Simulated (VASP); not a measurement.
# C in VASP: single point with HSE06

Aim: the single point of C with HSE06.

All numbers are computed with VASP 6.6.1; they aren't measurements. Logs are shortened: lines on timing, memory, paths and dates and some standing lists are left out, and cuts for length are marked.

**1. The cell of the first run**

The cell holds a slab with vacuum, 4 atoms: a = 2.465 Å, b = 2.465 Å, c = 32.744 Å, α = 90.00°, β = 90.00°, γ = 120.00°.

**2. Single point, HSE06**

Contents of POSCAR:

```
C
1.0
    2.4652993205      0.0000000000      0.0000000000
   -1.2326496602      2.1350118395      0.0000000000
    0.0000000000      0.0000000000     32.7441729557
C
4
Direct
    0.0000000000      0.0000000000      0.4480190564
    0.6666666667      0.3333333333      0.4480059360
    0.0000000000      0.0000000000      0.5519809436
    0.3333333333      0.6666666667      0.5519940640
```

Contents of INCAR.step1:

```
SYSTEM = C
PREC = Accurate
ENCUT = 520
EDIFF = 1E-5
ISMEAR = 0
SIGMA = 0.1
LREAL = .False.
LASPH = .True.
NELM = 60
ALGO = Normal
ISIF = 2
LWAVE = .True.
LCHARG = .False.
LDIPOL = .True.
IDIPOL = 3
DIPOL = 0.5 0.5 0.500
GGA = PE
NBANDS = 16
```

Contents of INCAR.step2:

```
SYSTEM = C
PREC = Accurate
ENCUT = 520
EDIFF = 1E-6
ISMEAR = 0
SIGMA = 0.1
LREAL = .False.
LASPH = .True.
NELM = 60
ALGO = Normal
ISIF = 2
LWAVE = .False.
LCHARG = .False.
LDIPOL = .True.
IDIPOL = 3
DIPOL = 0.5 0.5 0.500
GGA = PE
LHFCALC = .True.
HFSCREEN = 0.2079
PRECFOCK = Normal
ISTART = 1
NBANDS = 16
```

Contents of KPOINTS:

```
regular mesh
0
Gamma
  9 9 1
  0 0 0
```

Potentials or basis: VASP PAW PBE potentials, release 64 (C).

Run with:

```
$ cat potpaw_PBE.64/C/POTCAR > POTCAR
$ cp INCAR.step1 INCAR
$ mpirun -np 1 vasp_std > vasp.out
$ cp INCAR.step2 INCAR
$ mpirun -np 1 vasp_std > vasp.out
```

OUTCAR:

```text
SYSTEM = C
   PREC = Accurate
   ENCUT = 520
   EDIFF = 1E-6
   ISMEAR = 0
   LREAL = .False.
   LASPH = .True.
   NELM = 60
   ISIF = 2
   GGA = PE
   LHFCALC = .True.
   HFSCREEN = 0.2079
   PRECFOCK = Normal
   ISTART = 1

 ion  position               nearest neighbor table
   1  0.000  0.000  0.448-   2 1.42   2 1.42   2 1.42
   2  0.667  0.333  0.448-   1 1.42   1 1.42   1 1.42
   3  0.000  0.000  0.552-   4 1.42   4 1.42   4 1.42
   4  0.333  0.667  0.552-   3 1.42   3 1.42   3 1.42

  LATTYP: Found a hexagonal cell.
 ALAT       =     2.4652993205
 C/A-ratio  =    13.2820273317

  Lattice vectors:

 A1 = (   2.4652993205,   0.0000000000,   0.0000000000)
 A2 = (  -1.2326496602,   2.1350118395,   0.0000000000)
 A3 = (   0.0000000000,   0.0000000000,  32.7441729557)

Analysis of symmetry for initial positions (statically):
=====================================================================
 Subroutine PRICEL returns:
 Original cell was already a primitive cell.

 Routine SETGRP: Setting up the symmetry group for a
 hexagonal supercell.

 Subroutine GETGRP returns: Found 12 space group operations
 (whereof 12 operations were pure point group operations)
 out of a pool of 24 trial point group operations.

The static configuration has the point symmetry D_3d.

Analysis of symmetry for dynamics (positions and initial velocities):
=====================================================================
 Subroutine PRICEL returns:
 Original cell was already a primitive cell.

 Routine SETGRP: Setting up the symmetry group for a
 hexagonal supercell.

 Subroutine GETGRP returns: Found 12 space group operations
 (whereof 12 operations were pure point group operations)
 out of a pool of 24 trial point group operations.

The dynamic configuration has the point symmetry D_3d.

 Subroutine INISYM returns: Found 12 space group operations
 (whereof 12 operations are pure point group operations),
 and found     1 'primitive' translations

----------------------------------------------------------------------------------------

                                     Primitive cell

  volume of cell :     172.3471

  direct lattice vectors                    reciprocal lattice vectors
     2.465299320  0.000000000  0.000000000     0.405630258  0.234190739  0.000000000
    -1.232649660  2.135011840  0.000000000     0.000000000  0.468381478  0.000000000
     0.000000000  0.000000000 32.744172956     0.000000000  0.000000000  0.030539785

  length of vectors
     2.465299320  2.465299320 32.744172956     0.468381478  0.468381478  0.030539785

  position of ions in fractional coordinates (direct lattice)
     0.000000000  0.000000000  0.448019056
     0.666666667  0.333333333  0.448005936
     0.000000000  0.000000000  0.551980944
     0.333333333  0.666666667  0.551994064

  ion indices of the primitive-cell ions
   primitive index   ion index
                 1           1
                 2           2
                 3           3
                 4           4

----------------------------------------------------------------------------------------

 KPOINTS: regular mesh

Automatic generation of k-mesh.
 Grid dimensions read from file:
 generate k-points for:    9    9    1

 Generating k-lattice:

  Cartesian coordinates                     Fractional coordinates (reciprocal lattice)
     0.045070029  0.026021193  0.000000000     0.111111111  0.000000000  0.000000000
     0.000000000  0.052042386  0.000000000     0.000000000  0.111111111  0.000000000
     0.000000000  0.000000000  0.030539785     0.000000000  0.000000000  1.000000000

  Length of vectors
     0.052042386  0.052042386  0.030539785

  Shift w.r.t. Gamma in fractional coordinates (k-lattice)
     0.000000000  0.000000000  0.000000000

 Subroutine IBZKPT returns following result:
 ===========================================

 Found     12 irreducible k-points:

 Following reciprocal coordinates:
            Coordinates               Weight
  0.000000  0.000000  0.000000      1.000000
  0.111111  0.000000  0.000000      6.000000
  0.222222  0.000000  0.000000      6.000000
  0.333333  0.000000  0.000000      6.000000
  0.444444  0.000000  0.000000      6.000000
  0.111111  0.111111  0.000000      6.000000
  0.222222  0.111111  0.000000     12.000000
  0.333333  0.111111  0.000000     12.000000
  0.444444  0.111111  0.000000      6.000000
  0.222222  0.222222  0.000000      6.000000
  0.333333  0.222222  0.000000     12.000000
  0.333333  0.333333  0.000000      2.000000
   k-points           NKPTS =     12   k-points in BZ     NKDIM =     81   number of bands    NBANDS=     16
   number of dos      NEDOS =    301   number of ions     NIONS =      4
   total plane-waves  NPLWV =  81000
   dimension x,y,z NGX =    18 NGY =   18 NGZ =  250
   dimension x,y,z NGXF=    36 NGYF=   36 NGZF=  500
   ions per type =               4
   NGX,Y,Z   is equivalent  to a cutoff of  12.14, 12.14, 12.69 a.u.
   NGXF,Y,Z  is equivalent  to a cutoff of  24.28, 24.28, 25.39 a.u.
 SYSTEM =  C
   PREC   = accura    normal or accurate (medium, high low for compatibility)
   ISTART =      1    job   : 0-new  1-cont  2-samecut
   ICHARG =      0    charge: 1-file 2-atom 10-const
   ISPIN  =      1    spin polarized calculation?
   LNONCOLLINEAR =      F non collinear calculations
   LSORBIT =      F    spin-orbit coupling
   LASPH  =      T    aspherical Exc in radial PAW
   ENCUT  =  520.0 eV  38.22 Ry    6.18 a.u.   4.58  4.58 60.88*2*pi/ulx,y,z
   NELM   =     60;   NELMIN=  2; NELMDL=  0     # of ELM steps
   EDIFF  = 0.1E-05   stopping-criterion for ELM
   LREAL  =      F    real-space projection
   EDIFFG = 0.1E-04   stopping-criterion for IOM
   NSW    =      0    number of steps for IOM
   IBRION =     -1    ionic relax: 0-MD 1-quasi-New 2-CG
   NFREE  =      0    steps in history (QN), initial steepest desc. (CG)
   ISIF   =      2    stress and relaxation
   ISYM   =      3    0-nonsym 1-usesym 2-fastsym
   POTIM  = 0.5000    time-step for ionic-motion
   TEBEG  =    0.0;   TEEND  =   0.0 temperature during run
   PSTRESS=    0.0 pullay stress
   NELECT =      16.0000    total number of electrons
   NUPDOWN=      -1.0000    fix difference up-down
   EMIN   =  10.00;   EMAX   =-10.00  energy-range for DOS
   EFERMI =   0.00;   METHOD = LEGACY
   ISMEAR =     0;   SIGMA  =   0.10  broadening in eV -4-tet -1-fermi 0-gaus
   EFERMI_NEDOS =   21; number of points for ismear=-14 and -15
   IALGO  =     38    algorithm
   IMIX   =      1    mixing-type and parameters
     AMIX     =   0.40;   BMIX     =  1.00
     AMIX_MAG =   1.60;   BMIX_MAG =  1.00
  volume/ion in A,a.u.               =      43.09       290.76
  Fermi-wavevector in a.u.,A,eV,Ry     =   0.741276  1.400809  7.476275  0.549491
  Thomas-Fermi vector in A             =   1.835879
   LORBIT       =      0    0 simple, 1 ext, 2 COOP (PROOUT), +10 PAW based schemes
   GGA     = PE    functional components
   LHFCALC =     T    Hartree Fock is set to
   PRECFOCK=normal    Normal, Fast or Accurate (Low or Medium for compatibility)
   ENCUT4O =  -1.0   cutoff for four orbital integrals eV
   NKREDX  =     1    reduce k-point grid by
   NKREDY  =     1    reduce k-point grid by
   NKREDZ  =     1    reduce k-point grid by
   AEXX    =    0.2500 exact exchange contribution
   HFSCREEN=    0.2079 screening length (either q_TF or 0.3 A-1)
   HFSCREENC=   0.2079 screening length for correlation (either q_TF or 0.3 A-1)
   ENCUTFOCK=  -1.0 apply spherical cutoff to Coloumb kernel
   IVDW    =     0    specifies the selected vdW correction
   LEPSILON=     F    determine dielectric tensor
   LRPA    =     F    only Hartree local field effects (RPA)
 non-spin polarized calculation
 Gauss-broadening in eV      SIGMA  =   0.10
  energy-cutoff  :      520.00
  volume of cell :      172.35
 maximum number of plane-waves:      4698
  NGX = 14; NGY = 14; NGZ =192

 number of electron      15.9999993 magnetization

 dipolmoment           0.000000      0.000000     -0.000000 electrons x Angstroem

 Free energy of the ion-electron system (eV)
  ---------------------------------------------------
  ext. energy  EPLUGINS =         0.00000000
  ---------------------------------------------------
  free energy    TOTEN  =       -42.29439868 eV

  energy without entropy =      -42.29161256  energy(sigma->0) =      -42.29300562

 E-fermi :  -2.4941     XC(G=0):  -1.9584

 val. band max:       -2.4940833174   @ k =   0.3333   0.3333   0.0000
 cond. band min:      -2.1041373404   @ k =   0.3333   0.3333   0.0000
 fundamental gap:      0.3899459769
 Fermi energy:        -2.4940832988

 k-point     1 :       0.0000    0.0000    0.0000
  band No.  band energies     occupation
      1     -24.6178      2.00000
      2     -24.4759      2.00000
      3     -11.8301      2.00000
      4     -10.8400      2.00000
      5      -6.4962      2.00000
      6      -6.4962      2.00000
[... 8 lines left out ...]
     15       3.4077      0.00000
     16       4.3810      0.00000

 k-point     2 :       0.1111    0.0000    0.0000
  band No.  band energies     occupation
      1     -24.2985      2.00000
      2     -24.1592      2.00000
      3     -11.4352      2.00000
      4     -10.4552      2.00000
      5      -7.7097      2.00000
      6      -7.6896      2.00000
[... 8 lines left out ...]
     15       3.8060      0.00000
     16       4.7836      0.00000

 k-point     3 :       0.2222    0.0000    0.0000
  band No.  band energies     occupation
      1     -23.3464      2.00000
      2     -23.2146      2.00000
      3     -10.5032      2.00000
      4     -10.4621      2.00000
      5     -10.2619      2.00000
      6      -9.3165      2.00000
[... 8 lines left out ...]
     15       4.9947      0.00000
     16       5.9618      0.00000
[... 134 lines left out ...]
 k-point    11 :       0.3333    0.2222    0.0000
  band No.  band energies     occupation
      1     -18.8461      2.00000
      2     -18.7545      2.00000
      3     -16.1022      2.00000
      4     -16.0397      2.00000
      5     -13.1213      2.00000
      6     -13.0759      2.00000
[... 8 lines left out ...]
     15       9.7556      0.00000
     16       9.8930      0.00000

 k-point    12 :       0.3333    0.3333    0.0000
  band No.  band energies     occupation
      1     -17.0448      2.00000
      2     -16.9973      2.00000
      3     -16.9973      2.00000
      4     -16.9541      2.00000
      5     -14.5899      2.00000
      6     -14.5899      2.00000
[... 8 lines left out ...]
     15      11.1452      0.00000
     16      11.9575      0.00000

------------------------ aborting loop because EDIFF is reached ----------------------------------------

 vacuum level on the upper side and lower side of the slab       (xc-potential included)        -0.000        -0.000

  FORCE on cell =-STRESS in cart. coord.  units (eV):
  Direction    XX          YY          ZZ          XY          YZ          ZX
  --------------------------------------------------------------------------------------
  -------------------------------------------------------------------------------------
  Total       -1.5773532     -1.5773532      0.1929327     -0.0000000     -0.0000000      0.0000000
  in kB      -14.6634299    -14.6634299      1.7935454     -0.0000000     -0.0000000      0.0000000
  external PRESSURE =      -9.1777715 kB  Pullay stress =       0.0000000 kB

 VOLUME and BASIS-vectors are now :
 -----------------------------------------------------------------------------
  energy-cutoff  :      520.00
  volume of cell :      172.35
      direct lattice vectors                 reciprocal lattice vectors
     2.465299320  0.000000000  0.000000000     0.405630258  0.234190739  0.000000000
    -1.232649660  2.135011840  0.000000000     0.000000000  0.468381478  0.000000000
     0.000000000  0.000000000 32.744172956     0.000000000  0.000000000  0.030539785

 POSITION                                       TOTAL-FORCE (eV/Angst)
 -----------------------------------------------------------------------------------
      0.00000      0.00000     14.67001        -0.000000      0.000000     -0.021806
      1.23265      0.71167     14.66958        -0.000000      0.000000     -0.043864
      0.00000      0.00000     18.07416        -0.000000     -0.000000      0.021806
     -0.00000      1.42334     18.07459         0.000000     -0.000000      0.043864
 -----------------------------------------------------------------------------------
    total drift:                                0.000000     -0.000000     -0.000000

  FREE ENERGIE OF THE ION-ELECTRON SYSTEM (eV)
  ---------------------------------------------------
  free  energy   TOTEN  =       -42.2943986838 eV

  energy  without entropy=      -42.2916125572  energy(sigma->0) =      -42.29300562

 vacuum level on the upper side and lower side of the slab         1.837         1.837
```

Wall time 45 min (1 thread of Intel Xeon Platinum 8259CL at 2.50GHz (Skylake/Cascade Lake), shared host); peak memory 0.38 GiB.

Results:

```
Free energy            : -42.2944 eV
Largest force          : 0.044 eV/Å
Band gap on the k mesh : zero (filled and empty bands touch)
```

Forces in eV/Å, atoms in the order of the input:
```
C    0.000  0.000 -0.022
C    0.000  0.000 -0.044
C    0.000  0.000  0.022
C    0.000  0.000  0.044
```

Levels at points of the mesh, in eV from the Fermi level:
```
           k point  band 4  band 5  band 6  band 7  band 8  band 9  band 10  band 11  band 12  band 13
(0.00, 0.00, 0.00)   -8.35   -4.00   -4.00   -3.99   -3.99    3.71     4.05     4.41     4.70     4.98
```

Caveat: the PAW data sets were made with another functional, which shifts forces and pressure a little.

The gap in the log of VASP goes by the Fermi energy; the results here count the filled bands.